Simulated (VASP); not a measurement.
A run of VASP 6.6.1 is set up as follows.

The input INCAR:

```
ALGO = Normal ; EDIFF = 1E-6
EDIFFG = -0.05 ; ENCUT = 600
GGA = PS ; IBRION = 2
ISIF = 3 ; ISMEAR = 1
LASPH = True ; LCHARG = False
LREAL = False ; LWAVE = False
NELM = 60 ; NSW = 80
PREC = Accurate ; SIGMA = 0.1
```

KPOINTS

```
k-points
0
Gamma
  7 7 9
```

The input POSCAR:

```
Hg
1.0
    5.4666960000      0.0000000000      0.0000000000
   -2.7333480000      4.7342980000      0.0000000000
    0.0000000000      0.0000000000      3.1852180000
Hg
3
Direct
    0.3333333333      0.6666666667      0.5000000000
    0.6666666667      0.3333333333      0.5000000000
    0.0000000000      0.0000000000      0.0000000000
```

Potentials or basis: VASP PAW PBE potentials, release 64 (Hg).

Run with:

```bash
$ cat potpaw_PBE.64/Hg/POTCAR > POTCAR
$ mpirun -np 1 vasp_std > vasp.out
```

Problem. What does it give for the relaxed volume?

Solution. 24.53 Å³/atom.

Problem. What does it give for the relaxed cell?

Solution. a = 5.269 Å, b = 5.269 Å, c = 3.060 Å, α = 90.00°, β = 90.00°, γ = 120.00°.

Problem. Estimate the band gap on the k mesh.

Solution. Zero (bands 18 and 19 overlap by 3.44 eV).

Problem. Predict the space group after relaxing (to 0.1 Å).

Solution. P6/mmm (No. 191).

Step by step:
```tsv
step	energy change (eV)	largest force (eV/Å)	pressure (GPa)	volume (Å³)
1	0.0000	0.0000	-2.52	82.44
2	-0.0652	0.0000	-1.58	77.38
3	-0.0834	0.0000	0.87	71.70
4	-0.0876	0.0000	-0.14	73.58
```

Caveat: the PAW data sets were made with another functional, which shifts forces and pressure a little; spin-orbit coupling is left out, which moves the levels of the heavy elements.
